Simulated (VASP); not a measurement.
# Pb in VASP: notebook

Runs on Pb. Level: r2SCAN+D3(BJ). Tasks: single point.

All numbers are computed with VASP 6.6.1; they aren't measurements. Logs are shortened: lines on timing, memory, paths and dates and some standing lists are left out, and cuts for length are marked.

## 1. The cell of the first run

It takes space group Fd-3m (No. 227, cubic). Conventional cell: a = 6.878 Å, b = 6.878 Å, c = 6.878 Å, α = 90.00°, β = 90.00°, γ = 90.00°. Within 3.9 Å of Pb (site symmetry -43m) lie 4 Pb at 2.98 Å.

This isn't the form of Pb at room conditions, which is fcc.

## 2. Single point, r2SCAN+D3(BJ)

POSCAR reads:

```
Pb
1.0
    0.0000000000      3.4390000600      3.4390000600
    3.4390000600      0.0000000000      3.4390000600
    3.4390000600      3.4390000600      0.0000000000
Pb
2
Direct
    0.5000000000      0.5000000000      0.5000000000
    0.7500000000      0.7500000000      0.7500000000
```

INCAR.step1 reads:

```
SYSTEM = Pb
PREC = Accurate
ENCUT = 550
ISMEAR = 1
SIGMA = 0.1
LREAL = .False.
LASPH = .True.
NELM = 120
NBANDS = 21
GGA = PE
ALGO = Normal
EDIFF = 1E-5
LWAVE = .True.
LCHARG = .False.
GGA_COMPAT = .False.
```

INCAR.step2 reads:

```
SYSTEM = Pb
PREC = Accurate
ENCUT = 550
EDIFF = 1E-6
ISMEAR = 1
SIGMA = 0.1
LREAL = .False.
LASPH = .True.
NELM = 120
ALGO = Normal
ISIF = 2
LWAVE = .False.
LCHARG = .False.
METAGGA = R2SCAN
LMIXTAU = .True.
IVDW = 12
VDW_S6 = 1.0
VDW_S8 = 0.78981345
VDW_A1 = 0.49484001
VDW_A2 = 5.73083694
NBANDS = 21
ISTART = 1
GGA_COMPAT = .False.
```

KPOINTS reads:

```
regular mesh
0
Gamma
  5 5 5
  0 0 0
```

Potentials or basis: VASP PAW PBE potentials, release 64 (Pb_d).

On the command line:

```
cat potpaw_PBE.64/Pb_d/POTCAR > POTCAR
cp INCAR.step1 INCAR
mpirun -np 1 vasp_std > vasp.out
cp INCAR.step2 INCAR
mpirun -np 1 vasp_std > vasp.out
```

OUTCAR:

```text
SYSTEM = Pb
   PREC = Accurate
   ENCUT = 550
   EDIFF = 1E-6
   ISMEAR = 1
   LREAL = .False.
   LASPH = .True.
   NELM = 120
   ISIF = 2
   METAGGA = R2SCAN
   IVDW = 12
   ISTART = 1
 IVDW          = 12

 ion  position               nearest neighbor table
   1  0.500  0.500  0.500-   2 2.98   2 2.98   2 2.98   2 2.98
   2  0.750  0.750  0.750-   1 2.98   1 2.98   1 2.98   1 2.98

  LATTYP: Found a face centered cubic cell.
 ALAT       =     6.8780001200

  Lattice vectors:

 A1 = (   0.0000000000,   3.4390000600,   3.4390000600)
 A2 = (   3.4390000600,   0.0000000000,   3.4390000600)
 A3 = (   3.4390000600,   3.4390000600,   0.0000000000)

Analysis of symmetry for initial positions (statically):
=====================================================================
 Subroutine PRICEL returns:
 Original cell was already a primitive cell.

 Routine SETGRP: Setting up the symmetry group for a
 face centered cubic supercell.

 Subroutine GETGRP returns: Found 48 space group operations
 (whereof 24 operations were pure point group operations)
 out of a pool of 48 trial point group operations.

The static configuration has the point symmetry T_d .
 The point group associated with its full space group is O_h .

Analysis of symmetry for dynamics (positions and initial velocities):
=====================================================================
 Subroutine PRICEL returns:
 Original cell was already a primitive cell.

 Routine SETGRP: Setting up the symmetry group for a
 face centered cubic supercell.

 Subroutine GETGRP returns: Found 48 space group operations
 (whereof 24 operations were pure point group operations)
 out of a pool of 48 trial point group operations.

The dynamic configuration has the point symmetry T_d .
 The point group associated with its full space group is O_h .

 Subroutine INISYM returns: Found 48 space group operations
 (whereof 24 operations are pure point group operations),
 and found     1 'primitive' translations

----------------------------------------------------------------------------------------

                                     Primitive cell

  volume of cell :      81.3442

  direct lattice vectors                    reciprocal lattice vectors
     0.000000000  3.439000060  3.439000060    -0.145391100  0.145391100  0.145391100
     3.439000060  0.000000000  3.439000060     0.145391100 -0.145391100  0.145391100
     3.439000060  3.439000060  0.000000000     0.145391100  0.145391100 -0.145391100

  length of vectors
     4.863480526  4.863480526  4.863480526     0.251824771  0.251824771  0.251824771

  position of ions in fractional coordinates (direct lattice)
     0.500000000  0.500000000  0.500000000
     0.750000000  0.750000000  0.750000000

  ion indices of the primitive-cell ions
   primitive index   ion index
                 1           1
                 2           2

----------------------------------------------------------------------------------------

 KPOINTS: regular mesh

Automatic generation of k-mesh.
 Grid dimensions read from file:
 generate k-points for:    5    5    5

 Generating k-lattice:

  Cartesian coordinates                     Fractional coordinates (reciprocal lattice)
    -0.029078220  0.029078220  0.029078220     0.200000000  0.000000000  0.000000000
     0.029078220 -0.029078220  0.029078220     0.000000000  0.200000000  0.000000000
     0.029078220  0.029078220 -0.029078220     0.000000000  0.000000000  0.200000000

  Length of vectors
     0.050364954  0.050364954  0.050364954

  Shift w.r.t. Gamma in fractional coordinates (k-lattice)
     0.000000000  0.000000000  0.000000000

 Subroutine IBZKPT returns following result:
 ===========================================

 Found     10 irreducible k-points:

 Following reciprocal coordinates:
            Coordinates               Weight
  0.000000  0.000000  0.000000      1.000000
  0.200000  0.000000  0.000000      8.000000
  0.400000  0.000000  0.000000      8.000000
  0.200000  0.200000  0.000000      6.000000
  0.400000  0.200000  0.000000     24.000000
 -0.400000  0.200000  0.000000     24.000000
 -0.200000  0.200000  0.000000     12.000000
  0.400000  0.400000  0.000000      6.000000
 -0.400000  0.400000  0.000000     12.000000
 -0.400000  0.400000  0.200000     24.000000
   k-points           NKPTS =     10   k-points in BZ     NKDIM =     10   number of bands    NBANDS=     21
   number of dos      NEDOS =    301   number of ions     NIONS =      2
   total plane-waves  NPLWV =  64000
   dimension x,y,z NGX =    40 NGY =   40 NGZ =   40
   dimension x,y,z NGXF=    80 NGYF=   80 NGZF=   80
   ions per type =               2
   NGX,Y,Z   is equivalent  to a cutoff of  13.67, 13.67, 13.67 a.u.
   NGXF,Y,Z  is equivalent  to a cutoff of  27.35, 27.35, 27.35 a.u.
 SYSTEM =  Pb
   PREC   = accura    normal or accurate (medium, high low for compatibility)
   ISTART =      1    job   : 0-new  1-cont  2-samecut
   ICHARG =      0    charge: 1-file 2-atom 10-const
   ISPIN  =      1    spin polarized calculation?
   LNONCOLLINEAR =      F non collinear calculations
   LSORBIT =      F    spin-orbit coupling
   LASPH  =      T    aspherical Exc in radial PAW
   ENCUT  =  550.0 eV  40.42 Ry    6.36 a.u.   9.30  9.30  9.30*2*pi/ulx,y,z
   NELM   =    120;   NELMIN=  2; NELMDL=  0     # of ELM steps
   EDIFF  = 0.1E-05   stopping-criterion for ELM
   LREAL  =      F    real-space projection
   EDIFFG = 0.1E-04   stopping-criterion for IOM
   NSW    =      0    number of steps for IOM
   IBRION =     -1    ionic relax: 0-MD 1-quasi-New 2-CG
   NFREE  =      0    steps in history (QN), initial steepest desc. (CG)
   ISIF   =      2    stress and relaxation
   ISYM   =      2    0-nonsym 1-usesym 2-fastsym
   POTIM  = 0.5000    time-step for ionic-motion
   TEBEG  =    0.0;   TEEND  =   0.0 temperature during run
   PSTRESS=    0.0 pullay stress
   NELECT =      28.0000    total number of electrons
   NUPDOWN=      -1.0000    fix difference up-down
   EMIN   =  10.00;   EMAX   =-10.00  energy-range for DOS
   EFERMI =   0.00;   METHOD = LEGACY
   ISMEAR =     1;   SIGMA  =   0.10  broadening in eV -4-tet -1-fermi 0-gaus
   EFERMI_NEDOS =   21; number of points for ismear=-14 and -15
   IALGO  =     38    algorithm
   IMIX   =      4    mixing-type and parameters
     AMIX     =   0.40;   BMIX     =  1.00
     AMIX_MAG =   1.60;   BMIX_MAG =  1.00
  volume/ion in A,a.u.               =      40.67       274.47
  Fermi-wavevector in a.u.,A,eV,Ry     =   1.147322  2.168124 17.909999  1.316348
  Thomas-Fermi vector in A             =   2.284002
   LORBIT       =      0    0 simple, 1 ext, 2 COOP (PROOUT), +10 PAW based schemes
   METAGGA = R2SCAN    functional components
   LHFCALC =     F    Hartree Fock is set to
   AEXX    =    0.0000 exact exchange contribution
   IVDW    =    12    specifies the selected vdW correction
   LEPSILON=     F    determine dielectric tensor
   LRPA    =     F    only Hartree local field effects (RPA)
 non-spin polarized calculation
 Methfessel and Paxton  Order N= 1 SIGMA  =   0.10
  energy-cutoff  :      550.00
  volume of cell :       81.34
 maximum number of plane-waves:      2421
 NGX is ok and might be reduce to    40
   NGX = 19   NGY = 19   NGZ = 19

 number of electron      28.0000004 magnetization

 Free energy of the ion-electron system (eV)
  ---------------------------------------------------
  ext. energy  EPLUGINS =         0.00000000
  ---------------------------------------------------
  free energy    TOTEN  =      -112.13728614 eV

  energy without entropy =     -112.13208712  energy(sigma->0) =     -112.13555313

 E-fermi :   4.0193     XC(G=0):  -9.0558

 val. band max:        3.7351986527   @ k =  -0.2000   0.2000   0.0000
 cond. band min:       4.0217126076   @ k =   0.2000   0.0000   0.0000
 fundamental gap:      0.2865139550
 Fermi energy:         4.0193268571

 k-point     1 :       0.0000    0.0000    0.0000
  band No.  band energies     occupation
      1     -13.5806      2.00000
      2     -13.5806      2.00000
      3     -13.5806      2.00000
      4     -13.4983      2.00000
      5     -13.4983      2.00000
      6     -13.0418      2.00000
[... 13 lines left out ...]
     20      12.6638      0.00000
     21      12.6638      0.00000

 k-point     2 :       0.2000    0.0000    0.0000
  band No.  band energies     occupation
      1     -13.6110      2.00000
      2     -13.6110      2.00000
      3     -13.5722      2.00000
      4     -13.4518      2.00000
      5     -13.4518      2.00000
      6     -13.0857      2.00000
[... 13 lines left out ...]
     20      11.7228      0.00000
     21      11.7228      0.00000

 k-point     3 :       0.4000    0.0000    0.0000
  band No.  band energies     occupation
      1     -13.6308      2.00000
      2     -13.6308      2.00000
      3     -13.5576      2.00000
      4     -13.4125      2.00000
      5     -13.4125      2.00000
      6     -13.1132      2.00000
[... 13 lines left out ...]
     20      12.5681      0.00000
     21      12.5681      0.00000

 k-point     4 :       0.2000    0.2000    0.0000
  band No.  band energies     occupation
      1     -13.6084      2.00000
      2     -13.6084      2.00000
      3     -13.6004      2.00000
      4     -13.4508      2.00000
      5     -13.3960      2.00000
      6     -13.1896      2.00000
[... 13 lines left out ...]
     20      10.9293      0.00000
     21      13.4667      0.00000

 k-point     5 :       0.4000    0.2000    0.0000
  band No.  band energies     occupation
      1     -13.6573      2.00000
      2     -13.6330      2.00000
      3     -13.5454      2.00000
      4     -13.3949      2.00000
      5     -13.3389      2.00000
      6     -13.2498      2.00000
[... 13 lines left out ...]
     20      12.4309      0.00000
     21      13.5333      0.00000

 k-point     6 :      -0.4000    0.2000    0.0000
  band No.  band energies     occupation
      1     -13.6748      2.00000
      2     -13.6481      2.00000
      3     -13.4973      2.00000
      4     -13.3714      2.00000
      5     -13.3508      2.00000
      6     -13.2050      2.00000
[... 13 lines left out ...]
     20      12.3524      0.00000
     21      12.4371      0.00000

 k-point     7 :      -0.2000    0.2000    0.0000
  band No.  band energies     occupation
      1     -13.6423      2.00000
      2     -13.6419      2.00000
      3     -13.5323      2.00000
      4     -13.4292      2.00000
      5     -13.3799      2.00000
      6     -13.1599      2.00000
[... 13 lines left out ...]
     20      11.7796      0.00000
     21      12.3580      0.00000

 k-point     8 :       0.4000    0.4000    0.0000
  band No.  band energies     occupation
      1     -13.6471      2.00000
      2     -13.6471      2.00000
      3     -13.5438      2.00000
      4     -13.3908      2.00000
      5     -13.3270      2.00000
      6     -13.2226      2.00000
[... 13 lines left out ...]
     20      13.7513      0.00000
     21      14.5825      0.00000

 k-point     9 :      -0.4000    0.4000    0.0000
  band No.  band energies     occupation
      1     -13.6819      2.00000
      2     -13.6545      2.00000
      3     -13.4745      2.00000
      4     -13.3879      2.00000
      5     -13.2677      2.00000
      6     -13.2413      2.00000
[... 13 lines left out ...]
     20      13.2451      0.00000
     21      14.4209      0.00000

 k-point    10 :      -0.4000    0.4000    0.2000
  band No.  band energies     occupation
      1     -13.6787      2.00000
      2     -13.6676      2.00000
      3     -13.4632      2.00000
      4     -13.3337      2.00000
      5     -13.3231      2.00000
      6     -13.2654      2.00000
[... 13 lines left out ...]
     20      12.8496      0.00000
     21      14.3575      0.00000

------------------------ aborting loop because EDIFF is reached ----------------------------------------

 Edisp (eV)   -0.29262

 E8    (eV) :    -0.1219

  FORCE on cell =-STRESS in cart. coord.  units (eV):
  Direction    XX          YY          ZZ          XY          YZ          ZX
  --------------------------------------------------------------------------------------
  -------------------------------------------------------------------------------------
  Total       0.41086     0.41086     0.41086     0.00000     0.00000     0.00000
  in kB       8.09245     8.09245     8.09245     0.00000     0.00000     0.00000
  external pressure =        8.09 kB  Pullay stress =        0.00 kB

 VOLUME and BASIS-vectors are now :
 -----------------------------------------------------------------------------
  energy-cutoff  :      550.00
  volume of cell :       81.34
      direct lattice vectors                 reciprocal lattice vectors
     0.000000000  3.439000060  3.439000060    -0.145391100  0.145391100  0.145391100
     3.439000060  0.000000000  3.439000060     0.145391100 -0.145391100  0.145391100
     3.439000060  3.439000060  0.000000000     0.145391100  0.145391100 -0.145391100

 POSITION                                       TOTAL-FORCE (eV/Angst)
 -----------------------------------------------------------------------------------
      3.43900      3.43900      3.43900        -0.000000     -0.000000     -0.000000
      5.15850      5.15850      5.15850         0.000000      0.000000      0.000000
 -----------------------------------------------------------------------------------
    total drift:                               -0.000000     -0.000000      0.000000

  FREE ENERGIE OF THE ION-ELECTRON SYSTEM (eV)
  ---------------------------------------------------
  free  energy   TOTEN  =      -112.4299013855 eV

  energy  without entropy=     -112.4247023673  energy(sigma->0) =     -112.42816838
```

It took 40 s on 1 thread of Intel Xeon 6975P-C (Granite Rapids), shared host; peak memory 0.25 GiB.

Results:

```yaml
Free_energy: -112.4299 eV
Pressure: 0.8 GPa
Band_gap_on_the_k_mesh: zero (bands 14 and 15 overlap by 1.13 eV)
Dispersion_energy_per_atom: -0.146 eV
```

Levels at points of the mesh, in eV from the Fermi level:
```tsv
k point	band 11	band 12	band 13	band 14	band 15	band 16	band 17	band 18
(0.00, 0.00, 0.00)	-11.45	-3.69	0.57	0.57	0.57	2.74	2.74	2.74
```

Caveat: three body term missing; the PAW data sets were made with another functional, which shifts forces and pressure a little; spin-orbit coupling is left out, which moves the levels of the heavy elements.

## 3. Single point, r2SCAN+D3(BJ)

POSCAR reads:

```
Pb
1.0
    0.0000000000      3.4390000600      3.4390000600
    3.4390000600      0.0000000000      3.4390000600
    3.4390000600      3.4390000600      0.0000000000
Pb
2
Direct
    0.4960534613      0.5095803706      0.4946413296
    0.7463357111      0.7588814350      0.7445970512
```

INCAR.step1 reads:

```
  ALGO = Normal
  EDIFF = 1E-5
  ENCUT = 550
  GGA = PE
  GGA_COMPAT = False
  ISMEAR = 1
  LASPH = True
  LCHARG = False
  LREAL = False
  LWAVE = True
  NBANDS = 21
  NELM = 120
  PREC = Accurate
  SIGMA = 0.1
```

INCAR.step2 reads:

```
  ALGO = Normal
  EDIFF = 1E-6
  ENCUT = 550
  GGA_COMPAT = False
  ISIF = 2
  ISMEAR = 1
  ISTART = 1
  IVDW = 12
  LASPH = True
  LCHARG = True
  LELF = True
  LMIXTAU = True
  LREAL = False
  LVHAR = True
  LWAVE = False
  METAGGA = R2SCAN
  NBANDS = 21
  NELM = 120
  PREC = Accurate
  SIGMA = 0.1
  VDW_A1 = 0.49484001
  VDW_A2 = 5.73083694
  VDW_S6 = 1.0
  VDW_S8 = 0.78981345
```

KPOINTS reads:

```
k-points
0
Gamma
  5 5 5
```

Potentials or basis: VASP PAW PBE potentials, release 64 (Pb_d).

On the command line:

```
cat potpaw_PBE.64/Pb_d/POTCAR > POTCAR
cp INCAR.step1 INCAR
mpirun -np 1 vasp_std > vasp.out
cp INCAR.step2 INCAR
mpirun -np 1 vasp_std > vasp.out
```

It took 2.9 min on 1 thread of Intel Xeon 6975P-C (Granite Rapids), shared host; peak memory 0.31 GiB.

The run converged. Its results:

```
Free energy                : -112.4299 eV
Pressure                   : 0.8 GPa
Band gap on the k mesh     : zero (bands 14 and 15 overlap by 1.12 eV)
Dispersion energy per atom : -0.146 eV
```

Levels at points of the mesh, in eV from the Fermi level:
| k point | band 10 | band 11 | band 12 | band 13 | band 14 | band 15 | band 16 | band 17 | band 18 | band 19 |
| --- | --- | --- | --- | --- | --- | --- | --- | --- | --- | --- |
| (0.00, 0.00, 0.00) | -17.03 | -11.45 | -3.69 | 0.56 | 0.57 | 0.58 | 2.73 | 2.74 | 2.75 | 4.63 |

Caveat: three body term missing; the PAW data sets were made with another functional, which shifts forces and pressure a little; spin-orbit coupling is left out, which moves the levels of the heavy elements.
